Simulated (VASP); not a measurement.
# GaP in VASP: notebook

The runs below take GaP through single point, with PBE.

Program: VASP 6.6.1. These are calculated values, not measurements. Logs are shortened: lines on timing, memory, paths and dates and some standing lists are left out, and cuts for length are marked.

## Step 1: The cell of the first run

The cell holds a slab with vacuum, 4 atoms: a = 3.854 Å, b = 3.854 Å, c = 15.934 Å, α = 90.00°, β = 90.00°, γ = 60.00°.

## Step 2: Single point, PBE

The input, INCAR:

```
PREC = Accurate
ENCUT = 520
EDIFF = 1E-7
ISMEAR = -1
SIGMA = 0.1
LREAL = False
LASPH = True
NELM = 100
ALGO = Normal
ISIF = 2
LWAVE = False
LCHARG = True
LDIPOL = True
IDIPOL = 3
DIPOL = 0.5 0.5 0.500
GGA = PE
LELF = True
LVHAR = True
LVACPOTAV = True
NBANDS = 26
EFIELD = -0.2
```

The input, KPOINTS:

```
regular mesh
0
Gamma
  4 4 1
```

The input, POSCAR:

```
GaP
1.0
    3.8540855109      0.0000000000      0.0000000000
    1.9270427554      3.3377359608      0.0000000000
    0.0000000000      0.0000000000     15.9335595528
Ga P
2 2
Direct
    0.0000000000      0.0000000000      0.3765636913
    0.3333333333      0.3333333333      0.5740617852
    0.3333333333      0.3333333333      0.4259382148
    0.6666666667      0.6666666667      0.6234363087
```

Potentials or basis: VASP PAW PBE potentials, release 64 (Ga_d, P).

Command:

```sh
> cat potpaw_PBE.64/Ga_d/POTCAR potpaw_PBE.64/P/POTCAR > POTCAR
> mpirun -np 1 vasp_std > vasp.out
```

OUTCAR:

```text
PREC = Accurate
   ENCUT = 520
   EDIFF = 1E-7
   ISMEAR = -1
   LREAL = False
   LASPH = True
   NELM = 100
   ISIF = 2
   GGA = PE

 ion  position               nearest neighbor table
   1  0.000  0.000  0.377-   3 2.36   3 2.36   3 2.36
   2  0.333  0.333  0.574-   3 2.36   4 2.36   4 2.36   4 2.36
   3  0.333  0.333  0.426-   2 2.36   1 2.36   1 2.36   1 2.36
   4  0.667  0.667  0.623-   2 2.36   2 2.36   2 2.36

  LATTYP: Found a hexagonal cell.
 ALAT       =     3.8540855109
 C/A-ratio  =     4.1341998012

  Lattice vectors:

 A1 = (  -1.9270427554,  -3.3377359608,   0.0000000000)
 A2 = (   3.8540855109,   0.0000000000,   0.0000000000)
 A3 = (   0.0000000000,   0.0000000000,  15.9335595528)

Analysis of symmetry for initial positions (statically):
=====================================================================
 Subroutine PRICEL returns:
 Original cell was already a primitive cell.

 Routine SETGRP: Setting up the symmetry group for a
 hexagonal supercell.

 Subroutine GETGRP returns: Found  6 space group operations
 (whereof  6 operations were pure point group operations)
 out of a pool of 24 trial point group operations.

The static configuration has the point symmetry C_3v.

Analysis of symmetry for dynamics (positions and initial velocities):
=====================================================================
 An external electric field (EFIELD) may reduce the allowed symmetry operations
 Subroutine PRICEL returns:
 Original cell was already a primitive cell.

 Routine SETGRP: Setting up the symmetry group for a
 hexagonal supercell.

 Subroutine GETGRP returns: Found  6 space group operations
 (whereof  6 operations were pure point group operations)
 out of a pool of 24 trial point group operations.

The dynamic configuration has the point symmetry C_3v.

 Subroutine INISYM returns: Found  6 space group operations
 (whereof  6 operations are pure point group operations),
 and found     1 'primitive' translations

----------------------------------------------------------------------------------------

                                     Primitive cell

  volume of cell :     204.9680

  direct lattice vectors                    reciprocal lattice vectors
     3.854085511  0.000000000  0.000000000     0.259464923 -0.149802143  0.000000000
     1.927042755  3.337735961  0.000000000     0.000000000  0.299604286  0.000000000
     0.000000000  0.000000000 15.933559553     0.000000000  0.000000000  0.062760615

  length of vectors
     3.854085511  3.854085511 15.933559553     0.299604286  0.299604286  0.062760615

  position of ions in fractional coordinates (direct lattice)
     0.000000000  0.000000000  0.376563691
     0.333333333  0.333333333  0.574061785
     0.333333333  0.333333333  0.425938215
     0.666666667  0.666666667  0.623436309

  ion indices of the primitive-cell ions
   primitive index   ion index
                 1           1
                 2           2
                 3           3
                 4           4

----------------------------------------------------------------------------------------

 KPOINTS: regular mesh

Automatic generation of k-mesh.
 Grid dimensions read from file:
 generate k-points for:    4    4    1

 Generating k-lattice:

  Cartesian coordinates                     Fractional coordinates (reciprocal lattice)
     0.064866231 -0.037450536  0.000000000     0.250000000  0.000000000  0.000000000
     0.000000000  0.074901072  0.000000000     0.000000000  0.250000000  0.000000000
     0.000000000  0.000000000  0.062760615     0.000000000  0.000000000  1.000000000

  Length of vectors
     0.074901072  0.074901072  0.062760615

  Shift w.r.t. Gamma in fractional coordinates (k-lattice)
     0.000000000  0.000000000  0.000000000

 Subroutine IBZKPT returns following result:
 ===========================================

 Found      4 irreducible k-points:

 Following reciprocal coordinates:
            Coordinates               Weight
  0.000000  0.000000  0.000000      1.000000
  0.250000  0.000000  0.000000      6.000000
  0.500000  0.000000  0.000000      3.000000
  0.500000  0.250000  0.000000      6.000000
   k-points           NKPTS =      4   k-points in BZ     NKDIM =      4   number of bands    NBANDS=     26
   number of dos      NEDOS =    301   number of ions     NIONS =      4
   total plane-waves  NPLWV = 108000
   dimension x,y,z NGX =    30 NGY =   30 NGZ =  120
   dimension x,y,z NGXF=    60 NGYF=   60 NGZF=  240
   ions per type =               2   2
   NGX,Y,Z   is equivalent  to a cutoff of  12.94, 12.94, 12.52 a.u.
   NGXF,Y,Z  is equivalent  to a cutoff of  25.88, 25.88, 25.04 a.u.
 SYSTEM =  unknown system
   PREC   = accura    normal or accurate (medium, high low for compatibility)
   ISTART =      0    job   : 0-new  1-cont  2-samecut
   ICHARG =      2    charge: 1-file 2-atom 10-const
   ISPIN  =      1    spin polarized calculation?
   LNONCOLLINEAR =      F non collinear calculations
   LSORBIT =      F    spin-orbit coupling
   LASPH  =      T    aspherical Exc in radial PAW
   ENCUT  =  520.0 eV  38.22 Ry    6.18 a.u.   7.17  7.17 29.63*2*pi/ulx,y,z
   NELM   =    100;   NELMIN=  2; NELMDL= -5     # of ELM steps
   EDIFF  = 0.1E-06   stopping-criterion for ELM
   LREAL  =      F    real-space projection
   EDIFFG = 0.1E-05   stopping-criterion for IOM
   NSW    =      0    number of steps for IOM
   IBRION =     -1    ionic relax: 0-MD 1-quasi-New 2-CG
   NFREE  =      0    steps in history (QN), initial steepest desc. (CG)
   ISIF   =      2    stress and relaxation
   ISYM   =      2    0-nonsym 1-usesym 2-fastsym
   POTIM  = 0.5000    time-step for ionic-motion
   TEBEG  =    0.0;   TEEND  =   0.0 temperature during run
   PSTRESS=    0.0 pullay stress
   NELECT =      36.0000    total number of electrons
   NUPDOWN=      -1.0000    fix difference up-down
   EMIN   =  10.00;   EMAX   =-10.00  energy-range for DOS
   EFERMI =   0.00;   METHOD = LEGACY
   ISMEAR =    -1;   SIGMA  =   0.10  broadening in eV -4-tet -1-fermi 0-gaus
   EFERMI_NEDOS =   21; number of points for ismear=-14 and -15
   IALGO  =     38    algorithm
   IMIX   =      4    mixing-type and parameters
     AMIX     =   0.40;   BMIX     =  1.00
     AMIX_MAG =   1.60;   BMIX_MAG =  1.00
  volume/ion in A,a.u.               =      51.24       345.80
  Fermi-wavevector in a.u.,A,eV,Ry     =   0.916812  1.732523 11.436299  0.840544
  Thomas-Fermi vector in A             =   2.041710
   LORBIT       =      0    0 simple, 1 ext, 2 COOP (PROOUT), +10 PAW based schemes
   GGA     = PE    functional components
   LHFCALC =     F    Hartree Fock is set to
   AEXX    =    0.0000 exact exchange contribution
   IVDW    =     0    specifies the selected vdW correction
   LEPSILON=     F    determine dielectric tensor
   LRPA    =     F    only Hartree local field effects (RPA)
 non-spin polarized calculation
  energy-cutoff  :      520.00
  volume of cell :      204.97
 maximum number of plane-waves:      5528
 NGX is ok and might be reduce to    30
   NGX = 15   NGY = 15   NGZ = 59

 dipolmoment           0.000000      0.000000     -0.001937 electrons x Angstroem

 number of electron      35.9999994 magnetization

 dipolmoment           0.000000      0.000000      0.067952 electrons x Angstroem

 Free energy of the ion-electron system (eV)
  ---------------------------------------------------
  ext. energy  EPLUGINS =         0.00000000
  ---------------------------------------------------
  free energy    TOTEN  =       -16.27612983 eV

  energy without entropy =      -16.22051980  energy(sigma->0) =      -16.24832482

 E-fermi :  -0.8240     XC(G=0):  -4.7884

 val. band max:       -0.8564032856   @ k =   0.0000   0.0000   0.0000
 cond. band min:      -0.6417357310   @ k =   0.5000   0.2500   0.0000
 fundamental gap:      0.2146675546
 Fermi energy:        -0.8240146876

 k-point     1 :       0.0000    0.0000    0.0000
  band No.  band energies     occupation
      1     -16.2950      2.00000
      2     -16.2248      2.00000
      3     -16.2248      2.00000
      4     -16.1446      2.00000
      5     -16.1446      2.00000
      6     -15.3953      2.00000
      7     -15.2545      2.00000
      8     -15.2545      2.00000
      9     -15.1835      2.00000
     10     -15.1835      2.00000
     11     -13.3480      2.00000
     12     -11.6476      2.00000
     13      -6.4393      2.00000
     14      -2.6631      2.00000
     15      -2.2763      2.00000
     16      -2.2763      2.00000
     17      -0.8564      1.16055
     18      -0.8564      1.16054
     19      -0.0225      0.00066
     20       0.5015      0.00000
     21       1.7294      0.00000
     22       2.5977      0.00000
     23       2.9695      0.00000
     24       2.9695      0.00000
     25       4.0598      0.00000
     26       4.0598      0.00000

 k-point     2 :       0.2500    0.0000    0.0000
  band No.  band energies     occupation
      1     -16.2953      2.00000
      2     -16.2370      2.00000
      3     -16.2222      2.00000
      4     -16.1516      2.00000
      5     -16.1256      2.00000
      6     -15.3732      2.00000
      7     -15.2827      2.00000
      8     -15.2493      2.00000
      9     -15.1917      2.00000
     10     -15.1674      2.00000
     11     -12.7043      2.00000
     12     -11.0135      2.00000
     13      -6.5755      2.00000
     14      -5.0776      2.00000
     15      -3.8000      2.00000
     16      -3.1000      2.00000
     17      -1.8165      1.99990
     18      -1.6426      1.99944
     19      -0.3097      0.01161
     20       1.2515      0.00000
     21       2.3105      0.00000
     22       3.0814      0.00000
     23       3.8279      0.00000
     24       4.2944      0.00000
     25       4.6172      0.00000
     26       5.2754      0.00000

 k-point     3 :       0.5000    0.0000    0.0000
  band No.  band energies     occupation
      1     -16.3128      2.00000
      2     -16.2323      2.00000
      3     -16.2216      2.00000
      4     -16.1573      2.00000
      5     -16.1043      2.00000
      6     -15.3533      2.00000
      7     -15.3097      2.00000
      8     -15.2471      2.00000
      9     -15.1992      2.00000
     10     -15.1480      2.00000
     11     -11.6451      2.00000
     12     -10.0456      2.00000
     13      -7.9345      2.00000
     14      -7.0509      2.00000
     15      -3.9643      2.00000
     16      -3.6831      2.00000
     17      -2.2201      2.00000
     18      -2.0520      1.99999
     19      -0.3387      0.01549
     20       0.7521      0.00000
     21       1.7950      0.00000
     22       2.5744      0.00000
     23       4.3923      0.00000
     24       4.6396      0.00000
     25       5.0623      0.00000
     26       5.9663      0.00000

 k-point     4 :       0.5000    0.2500    0.0000
  band No.  band energies     occupation
      1     -16.3052      2.00000
      2     -16.2323      2.00000
      3     -16.2254      2.00000
      4     -16.1512      2.00000
      5     -16.1148      2.00000
      6     -15.3471      2.00000
      7     -15.3089      2.00000
      8     -15.2525      2.00000
      9     -15.1905      2.00000
     10     -15.1586      2.00000
     11     -11.7084      2.00000
     12     -10.0521      2.00000
     13      -7.6522      2.00000
     14      -6.5651      2.00000
     15      -4.8108      2.00000
     16      -3.8132      2.00000
     17      -3.6179      2.00000
     18      -1.2989      1.98282
     19      -0.6417      0.27820
     20       2.3859      0.00000
     21       3.3224      0.00000
     22       3.8858      0.00000
     23       4.0017      0.00000
     24       4.7090      0.00000
     25       4.8335      0.00000
     26       5.5251      0.00000

------------------------ aborting loop because EDIFF is reached ----------------------------------------

  FORCE on cell =-STRESS in cart. coord.  units (eV):
  Direction    XX          YY          ZZ          XY          YZ          ZX
  --------------------------------------------------------------------------------------
  -------------------------------------------------------------------------------------
  Total        0.1691615      0.1691615      1.6644790     -0.0000000     -0.0000000      0.0000000
  in kB        1.3222881      1.3222881     13.0107630     -0.0000000     -0.0000000      0.0000000
  external PRESSURE =       5.2184464 kB  Pullay stress =       0.0000000 kB

 VOLUME and BASIS-vectors are now :
 -----------------------------------------------------------------------------
  energy-cutoff  :      520.00
  volume of cell :      204.97
      direct lattice vectors                 reciprocal lattice vectors
     3.854085511  0.000000000  0.000000000     0.259464923 -0.149802143  0.000000000
     1.927042755  3.337735961  0.000000000     0.000000000  0.299604286  0.000000000
     0.000000000  0.000000000 15.933559553     0.000000000  0.000000000  0.062760615

 POSITION                                       TOTAL-FORCE (eV/Angst)
 -----------------------------------------------------------------------------------
      0.00000      0.00000      6.00000        -0.000000     -0.000000      0.503629
      1.92704      1.11258      9.14685         0.000000      0.000000      1.174540
      1.92704      1.11258      6.78671        -0.000000      0.000000     -1.450202
      3.85409      2.22516      9.93356        -0.000000      0.000000     -0.227967
 -----------------------------------------------------------------------------------
    total drift:                                0.000003      0.000002      0.000411

  FREE ENERGIE OF THE ION-ELECTRON SYSTEM (eV)
  ---------------------------------------------------
  free  energy   TOTEN  =       -16.2761298348 eV

  energy  without entropy=      -16.2205197995  energy(sigma->0) =      -16.24832482
```

Wall time 78 s (1 thread of Intel Xeon 6975P-C, shared host); peak memory 0.3 GiB.

What came out:

```
Free energy            : -16.2761 eV
Largest force          : 1.450 eV/Å
Band gap on the k mesh : 0.21 eV, indirect (least direct gap 0.66 eV)
```

Forces in eV/Å, atoms in the order of the input:
```
Ga   0.000  0.000  0.504
Ga   0.000  0.000  1.175
P    0.000  0.000 -1.450
P    0.000  0.000 -0.228
```

Levels at points of the mesh, in eV from the valence-band top:
| k point | band 16 | band 17 | band 18 | band 19 | band 20 | band 21 |
| --- | --- | --- | --- | --- | --- | --- |
| (0.00, 0.00, 0.00) | -1.42 | 0.00 | 0.00 | 0.83 | 1.36 | 2.59 |
| (0.50, 0.00, 0.00) | -2.83 | -1.36 | -1.20 | 0.52 | 1.61 | 2.65 |

Caveat: the k points lie up to 0.47 Å⁻¹ apart.

## Step 3: Single point, PBE

The input, INCAR:

```
ALGO     = Normal         # electronic algorithm
DIPOL    = 0.5 0.5 0.500
EDIFF    = 1E-7           # SCF threshold, eV
EFIELD   = -0.3         
ENCUT    = 520            # plane-wave cutoff, eV
GGA      = PE             # functional
IDIPOL   = 3            
ISIF     = 2              # what is computed and relaxed
ISMEAR   = -1             # smearing method
LASPH    = T              # aspherical terms in the spheres
LCHARG   = F              # write CHGCAR
LDIPOL   = T            
LREAL    = F              # projectors in reciprocal space
LWAVE    = F              # write WAVECAR
NBANDS   = 26             # bands
NELM     = 100            # most SCF steps
PREC     = Accurate       # precision mode
SIGMA    = 0.1            # smearing width, eV
```

The input, KPOINTS:

```
k-points
0
Gamma
  4 4 1
```

POSCAR is that of step 2.

Potentials or basis: VASP PAW PBE potentials, release 64 (Ga_d, P).

Command:

```sh
> cat potpaw_PBE.64/Ga_d/POTCAR potpaw_PBE.64/P/POTCAR > POTCAR
> mpirun -np 1 vasp_std > vasp.out
```

It took 65 s on 1 thread of Intel Xeon 6975P-C, shared host; peak memory 0.3 GiB.

It converged, with:

```
Free energy            : -16.2717 eV
Largest force          : 1.439 eV/Å
Band gap on the k mesh : 0.21 eV, indirect (least direct gap 0.64 eV)
```

Forces on the atoms (eV/Å):
```
Ga   0.000  0.000  0.493
Ga   0.000  0.000  1.175
P    0.000  0.000 -1.439
P    0.000  0.000 -0.229
```

Levels at points of the mesh, in eV from the valence-band top:
| k point | band 15 | band 16 | band 17 | band 18 | band 19 | band 20 | band 21 | band 22 |
| --- | --- | --- | --- | --- | --- | --- | --- | --- |
| (0.00, 0.00, 0.00) | -1.42 | -1.42 | 0.00 | 0.00 | 0.82 | 1.35 | 2.53 | 3.31 |
| (0.50, 0.00, 0.00) | -3.11 | -2.82 | -1.36 | -1.19 | 0.52 | 1.61 | 2.65 | 3.42 |

Caveat: the k points lie up to 0.47 Å⁻¹ apart.
